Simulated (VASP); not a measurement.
# Fe3Ge (Pm-3m) in VASP: a series of runs

Aim: see how the results for Fe3Ge move with the level of theory and the settings. Levels: LDA, PBEsol, PBEsol+D3(BJ). Tasks: single point, relaxation of cell and atoms.

Everything below comes from runs of VASP 6.6.1. Logs are shortened: lines on timing, memory, paths and dates and some standing lists are left out, and cuts for length are marked.

**1. The cell of the first run**

Symmetry: Pm-3m, No. 221, cubic system. Conventional cell: a = 3.534 Å, b = 3.534 Å, c = 3.534 Å, α = 90.00°, β = 90.00°, γ = 90.00°. Fe (site symmetry 4/mmm) has 8 Fe at 2.50 Å and 4 Ge at 2.50 Å within 3.3 Å. Within 3.3 Å of Ge (site symmetry m-3m) lie 12 Fe at 2.50 Å.

**2. Single point, LDA, collinear spin, ferromagnetic start**

File INCAR:

```
SYSTEM = Fe3Ge
  ALGO = Normal
  EDIFF = 1E-6
  ENCUT = 600
  GGA = CA
  GGA_COMPAT = .FALSE.
  ISIF = 2
  ISMEAR = -1
  ISPIN = 2
  LASPH = .TRUE.
  LCHARG = .FALSE.
  LMAXMIX = 4
  LORBIT = 11
  LREAL = .FALSE.
  LWAVE = .FALSE.
  MAGMOM = 4.5 4.5 4.5 0
  NBANDS = 43
  NELM = 200
  PREC = Accurate
  SIGMA = 0.1
```

File KPOINTS:

```
k-points
0
G
  6 6 6
  0 0 0
```

File POSCAR:

```
Fe3Ge
1.0
    3.5341413610      0.0000000000      0.0000000000
    0.0000000000      3.5341413610      0.0000000000
    0.0000000000      0.0000000000      3.5341413610
Fe Ge
3 1
Direct
    0.0000000000      0.5000000000      0.5000000000
    0.5000000000      0.5000000000      0.0000000000
    0.5000000000      0.0000000000      0.5000000000
    0.0000000000      0.0000000000      0.0000000000
```

Potentials or basis: VASP PAW LDA potentials, release 64 (Fe_sv, Ge_d).

Run with:

```bash
cat potpaw_LDA.64/Fe_sv/POTCAR potpaw_LDA.64/Ge_d/POTCAR > POTCAR
mpirun -np 1 vasp_std > vasp.out
```

OUTCAR:

```text
SYSTEM = Fe3Ge
   EDIFF = 1E-6
   ENCUT = 600
   GGA = CA
   ISIF = 2
   ISMEAR = -1
   ISPIN = 2
   LASPH = .TRUE.
   LORBIT = 11
   LREAL = .FALSE.
   NELM = 200
   PREC = Accurate

 ion  position               nearest neighbor table
   1  0.000  0.500  0.500-   2 2.50   3 2.50   4 2.50   2 2.50   4 2.50   3 2.50   4 2.50   4 2.50
                             2 2.50   3 2.50   2 2.50   3 2.50
   2  0.500  0.500  0.000-   1 2.50   3 2.50   4 2.50   1 2.50   3 2.50   3 2.50   4 2.50   3 2.50
                             1 2.50   4 2.50   1 2.50   4 2.50
   3  0.500  0.000  0.500-   1 2.50   2 2.50   4 2.50   2 2.50   4 2.50   1 2.50   2 2.50   2 2.50
                             1 2.50   4 2.50   4 2.50   1 2.50
   4  0.000  0.000  0.000-   1 2.50   2 2.50   3 2.50   1 2.50   3 2.50   1 2.50   2 2.50   1 2.50
                             2 2.50   3 2.50   3 2.50   2 2.50

  LATTYP: Found a simple cubic cell.
 ALAT       =     3.5341413610

  Lattice vectors:

 A1 = (   3.5341413610,   0.0000000000,   0.0000000000)
 A2 = (   0.0000000000,   3.5341413610,   0.0000000000)
 A3 = (   0.0000000000,   0.0000000000,   3.5341413610)

Analysis of symmetry for initial positions (statically):
=====================================================================
 Subroutine PRICEL returns:
 Original cell was already a primitive cell.

 Routine SETGRP: Setting up the symmetry group for a
 simple cubic supercell.

 Subroutine GETGRP returns: Found 48 space group operations
 (whereof 48 operations were pure point group operations)
 out of a pool of 48 trial point group operations.

The static configuration has the point symmetry O_h .

Analysis of symmetry for dynamics (positions and initial velocities):
=====================================================================
 Subroutine PRICEL returns:
 Original cell was already a primitive cell.

 Routine SETGRP: Setting up the symmetry group for a
 simple cubic supercell.

 Subroutine GETGRP returns: Found 48 space group operations
 (whereof 48 operations were pure point group operations)
 out of a pool of 48 trial point group operations.

The dynamic configuration has the point symmetry O_h .

Analysis of structural, dynamic, and magnetic symmetry:
=====================================================================
 Subroutine PRICEL returns:
 Original cell was already a primitive cell.

 Routine SETGRP: Setting up the symmetry group for a
 simple cubic supercell.

 Subroutine GETGRP returns: Found 48 space group operations
 (whereof 48 operations were pure point group operations)
 out of a pool of 48 trial point group operations.

The overall configuration has the point symmetry O_h .

 Subroutine INISYM returns: Found 48 space group operations
 (whereof 48 operations are pure point group operations),
 and found     1 'primitive' translations

----------------------------------------------------------------------------------------

                                     Primitive cell

  volume of cell :      44.1420

  direct lattice vectors                    reciprocal lattice vectors
     3.534141361  0.000000000  0.000000000     0.282954160  0.000000000  0.000000000
     0.000000000  3.534141361  0.000000000     0.000000000  0.282954160  0.000000000
     0.000000000  0.000000000  3.534141361     0.000000000  0.000000000  0.282954160

  length of vectors
     3.534141361  3.534141361  3.534141361     0.282954160  0.282954160  0.282954160

  position of ions in fractional coordinates (direct lattice)
     0.000000000  0.500000000  0.500000000
     0.500000000  0.500000000  0.000000000
     0.500000000  0.000000000  0.500000000
     0.000000000  0.000000000  0.000000000

  ion indices of the primitive-cell ions
   primitive index   ion index
                 1           1
                 2           2
                 3           3
                 4           4

----------------------------------------------------------------------------------------

 KPOINTS: k-points

Automatic generation of k-mesh.
 Grid dimensions read from file:
 generate k-points for:    6    6    6

 Generating k-lattice:

  Cartesian coordinates                     Fractional coordinates (reciprocal lattice)
     0.047159027  0.000000000  0.000000000     0.166666667  0.000000000  0.000000000
     0.000000000  0.047159027  0.000000000     0.000000000  0.166666667  0.000000000
     0.000000000  0.000000000  0.047159027     0.000000000  0.000000000  0.166666667

  Length of vectors
     0.047159027  0.047159027  0.047159027

  Shift w.r.t. Gamma in fractional coordinates (k-lattice)
     0.000000000  0.000000000  0.000000000

 Subroutine IBZKPT returns following result:
 ===========================================

 Found     20 irreducible k-points:

 Following reciprocal coordinates:
            Coordinates               Weight
  0.000000  0.000000  0.000000      1.000000
  0.166667  0.000000  0.000000      6.000000
  0.333333  0.000000  0.000000      6.000000
  0.500000  0.000000  0.000000      3.000000
  0.166667  0.166667  0.000000     12.000000
  0.333333  0.166667  0.000000     24.000000
[... 12 lines left out ...]
  0.500000  0.500000  0.333333      6.000000
  0.500000  0.500000  0.500000      1.000000
   k-points           NKPTS =     20   k-points in BZ     NKDIM =     20   number of bands    NBANDS=     43
   number of dos      NEDOS =    301   number of ions     NIONS =      4
   total plane-waves  NPLWV =  21952
   dimension x,y,z NGX =    28 NGY =   28 NGZ =   28
   dimension x,y,z NGXF=    56 NGYF=   56 NGZF=   56
   ions per type =               3   1
   NGX,Y,Z   is equivalent  to a cutoff of  13.17, 13.17, 13.17 a.u.
   NGXF,Y,Z  is equivalent  to a cutoff of  26.34, 26.34, 26.34 a.u.
 SYSTEM =  Fe3Ge
   PREC   = accura    normal or accurate (medium, high low for compatibility)
   ISTART =      0    job   : 0-new  1-cont  2-samecut
   ICHARG =      2    charge: 1-file 2-atom 10-const
   ISPIN  =      2    spin polarized calculation?
   LNONCOLLINEAR =      F non collinear calculations
   LSORBIT =      F    spin-orbit coupling
   LASPH  =      T    aspherical Exc in radial PAW
   ENCUT  =  600.0 eV  44.10 Ry    6.64 a.u.   7.06  7.06  7.06*2*pi/ulx,y,z
   NELM   =    200;   NELMIN=  2; NELMDL= -5     # of ELM steps
   EDIFF  = 0.1E-05   stopping-criterion for ELM
   LREAL  =      F    real-space projection
[... 7 lines left out ...]
   TEBEG  =    0.0;   TEEND  =   0.0 temperature during run
   PSTRESS=    0.0 pullay stress
   NELECT =      62.0000    total number of electrons
   NUPDOWN=      -1.0000    fix difference up-down
   EMIN   =  10.00;   EMAX   =-10.00  energy-range for DOS
   EFERMI =   0.00;   METHOD = LEGACY
   ISMEAR =    -1;   SIGMA  =   0.10  broadening in eV -4-tet -1-fermi 0-gaus
   EFERMI_NEDOS =   21; number of points for ismear=-14 and -15
   IALGO  =     38    algorithm
   IMIX   =      4    mixing-type and parameters
     AMIX     =   0.40;   BMIX     =  1.00
     AMIX_MAG =   1.60;   BMIX_MAG =  1.00
  volume/ion in A,a.u.               =      11.04        74.47
  Fermi-wavevector in a.u.,A,eV,Ry     =   1.833390  3.464604 45.733510  3.361318
  Thomas-Fermi vector in A             =   2.887229
   LORBIT       =     11    0 simple, 1 ext, 2 COOP (PROOUT), +10 PAW based schemes
   GGA     = CA    functional components
   LHFCALC =     F    Hartree Fock is set to
   AEXX    =    0.0000 exact exchange contribution
   IVDW    =     0    specifies the selected vdW correction
   LEPSILON=     F    determine dielectric tensor
   LRPA    =     F    only Hartree local field effects (RPA)
 spin polarized calculation
  energy-cutoff  :      600.00
  volume of cell :       44.14
 maximum number of plane-waves:      1492
   NGX = 15   NGY = 15   NGZ = 15

 number of electron      62.0000000 magnetization      13.5000000

 number of electron      62.0000057 magnetization       5.3675803

 Free energy of the ion-electron system (eV)
  ---------------------------------------------------
  ext. energy  EPLUGINS =         0.00000000
  ---------------------------------------------------
  free energy    TOTEN  =       -33.71013270 eV

  energy without entropy =      -33.54187411  energy(sigma->0) =      -33.62600340

 E-fermi :  12.7414     XC(G=0): -14.3719

 val. band max:       12.7272413820   @ k =   0.5000   0.5000   0.5000
 cond. band min:      12.7638137215   @ k =   0.3333   0.3333   0.3333
 fundamental gap:      0.0365723395
 Fermi energy:        12.7414389353

 spin component 1

 k-point     1 :       0.0000    0.0000    0.0000
  band No.  band energies     occupation
      1     -74.3026      1.00000
      2     -74.2134      1.00000
      3     -74.2134      1.00000
      4     -41.0094      1.00000
      5     -41.0094      1.00000
      6     -41.0094      1.00000
[... 35 lines left out ...]
     42      23.0826      0.00000
     43      26.5074      0.00000

 k-point     2 :       0.1667    0.0000    0.0000
  band No.  band energies     occupation
      1     -74.2973      1.00000
      2     -74.2186      1.00000
      3     -74.2134      1.00000
      4     -40.9976      1.00000
      5     -40.9976      1.00000
      6     -40.9899      1.00000
[... 35 lines left out ...]
     42      22.7505      0.00000
     43      25.7306      0.00000

 k-point     3 :       0.3333    0.0000    0.0000
  band No.  band energies     occupation
      1     -74.2837      1.00000
      2     -74.2322      1.00000
      3     -74.2133      1.00000
      4     -40.9682      1.00000
      5     -40.9682      1.00000
      6     -40.9357      1.00000
[... 734 lines left out ...]
      5     -40.9882      1.00000
      6     -40.9683      1.00000
[... 35 lines left out ...]
     42      29.4645      0.00000
     43      29.4645      0.00000

 k-point    20 :       0.5000    0.5000    0.5000
  band No.  band energies     occupation
      1     -74.2426      1.00000
      2     -74.2426      1.00000
      3     -74.2426      1.00000
      4     -41.1069      1.00000
      5     -40.9878      1.00000
      6     -40.9878      1.00000
[... 35 lines left out ...]
     42      29.6729      0.00000
     43      29.6729      0.00000
 Fermi energy:        12.7414389353

 spin component 2

 k-point     1 :       0.0000    0.0000    0.0000
  band No.  band energies     occupation
      1     -72.3954      1.00000
      2     -72.3005      1.00000
      3     -72.3005      1.00000
      4     -39.1717      1.00000
      5     -39.1717      1.00000
      6     -39.1717      1.00000
[... 35 lines left out ...]
     42      23.3399      0.00000
     43      26.9516      0.00000

 k-point     2 :       0.1667    0.0000    0.0000
  band No.  band energies     occupation
      1     -72.3898      1.00000
      2     -72.3061      1.00000
      3     -72.3004      1.00000
      4     -39.1590      1.00000
      5     -39.1590      1.00000
      6     -39.1518      1.00000
[... 35 lines left out ...]
     42      23.3680      0.00000
     43      26.1739      0.00000

 k-point     3 :       0.3333    0.0000    0.0000
  band No.  band energies     occupation
      1     -72.3752      1.00000
      2     -72.3205      1.00000
      3     -72.3003      1.00000
      4     -39.1270      1.00000
      5     -39.1270      1.00000
      6     -39.0979      1.00000
[... 735 lines left out ...]
      6     -39.1495      1.00000
[... 35 lines left out ...]
     42      29.6932      0.00000
     43      29.6933      0.00000

 k-point    20 :       0.5000    0.5000    0.5000
  band No.  band energies     occupation
      1     -72.3315      1.00000
      2     -72.3315      1.00000
      3     -72.3315      1.00000
      4     -39.2445      1.00000
      5     -39.1705      1.00000
      6     -39.1705      1.00000
[... 35 lines left out ...]
     42      29.8178      0.00000
     43      29.8178      0.00000

------------------------ aborting loop because EDIFF is reached ----------------------------------------

  FORCE on cell =-STRESS in cart. coord.  units (eV):
  Direction    XX          YY          ZZ          XY          YZ          ZX
  --------------------------------------------------------------------------------------
  -------------------------------------------------------------------------------------
  Total       -0.9896142     -0.9896142     -0.9896142      0.0000000      0.0000000     -0.0000000
  in kB      -35.9190423    -35.9190423    -35.9190423      0.0000000      0.0000000     -0.0000000
  external PRESSURE =     -35.9190423 kB  Pullay stress =       0.0000000 kB

 VOLUME and BASIS-vectors are now :
 -----------------------------------------------------------------------------
  energy-cutoff  :      600.00
  volume of cell :       44.14
      direct lattice vectors                 reciprocal lattice vectors
     3.534141361  0.000000000  0.000000000     0.282954160  0.000000000  0.000000000
     0.000000000  3.534141361  0.000000000     0.000000000  0.282954160  0.000000000
     0.000000000  0.000000000  3.534141361     0.000000000  0.000000000  0.282954160

 POSITION                                       TOTAL-FORCE (eV/Angst)
 -----------------------------------------------------------------------------------
      0.00000      1.76707      1.76707         0.000000      0.000000      0.000000
      1.76707      1.76707      0.00000         0.000000      0.000000      0.000000
      1.76707      0.00000      1.76707         0.000000      0.000000      0.000000
      0.00000      0.00000      0.00000         0.000000      0.000000      0.000000
 -----------------------------------------------------------------------------------
    total drift:                                0.000000      0.000000      0.000000

  FREE ENERGIE OF THE ION-ELECTRON SYSTEM (eV)
  ---------------------------------------------------
  free  energy   TOTEN  =       -33.7101326985 eV

  energy  without entropy=      -33.5418741082  energy(sigma->0) =      -33.62600340

 total charge

# of ion       s       p       d       tot
------------------------------------------
    1        2.178   6.039   5.610  13.827
    2        2.178   6.039   5.610  13.827
    3        2.178   6.039   5.610  13.827
    4        1.098   1.389  10.152  12.638
--------------------------------------------------
tot          7.632  19.505  26.983  54.119

 magnetization (x)

# of ion       s       p       d       tot
------------------------------------------
    1        0.004   0.006   1.712   1.722
    2        0.004   0.006   1.712   1.722
    3        0.004   0.006   1.712   1.722
    4        0.007  -0.099   0.020  -0.072
--------------------------------------------------
tot          0.021  -0.083   5.157   5.095
```

It took 60 s on 1 thread of Intel Xeon Platinum 8259CL at 2.50GHz (Skylake/Cascade Lake), shared host; peak memory 0.19 GiB.

What came out:

- Free energy: -33.7101 eV
- Pressure: -3.6 GPa
- Net moment: 5.37 μB per cell
- Site moments: Fe +1.72; Ge -0.07 μB
- Valence electrons inside the program's atomic spheres: Fe 13.83; Ge 12.64

Levels at points of the mesh, in eV from the Fermi level:
Spin up:
```csv
k point,band 31,band 32,band 33,band 34,band 35,band 36,band 37,band 38
"(0.00, 0.00, 0.00)",-0.83,-0.83,-0.10,0.27,0.27,0.27,4.25,7.69
"(0.50, 0.00, 0.00)",-1.48,-1.29,-0.70,0.27,3.80,3.80,4.80,6.13
"(0.50, 0.50, 0.00)",-1.39,-1.29,-1.09,-0.99,0.94,0.94,5.93,6.38
"(0.50, 0.50, 0.50)",-1.37,-1.37,-0.51,-0.01,-0.01,-0.01,0.80,5.12
```
Spin down:
| k point | band 26 | band 27 | band 28 | band 29 | band 30 | band 31 |
| --- | --- | --- | --- | --- | --- | --- |
| (0.00, 0.00, 0.00) | -0.92 | -0.92 | -0.04 | -0.04 | -0.04 | 1.15 |
| (0.50, 0.00, 0.00) | -1.23 | -0.84 | -0.64 | 0.03 | 0.03 | 0.10 |
| (0.50, 0.50, 0.00) | -1.08 | -1.08 | -0.20 | -0.06 | -0.06 | 0.04 |
| (0.50, 0.50, 0.50) | -1.14 | -1.14 | -0.16 | 0.04 | 0.04 | 0.04 |

Caveat: the cell stands under tension.

(Continued in part 2 of 2.)
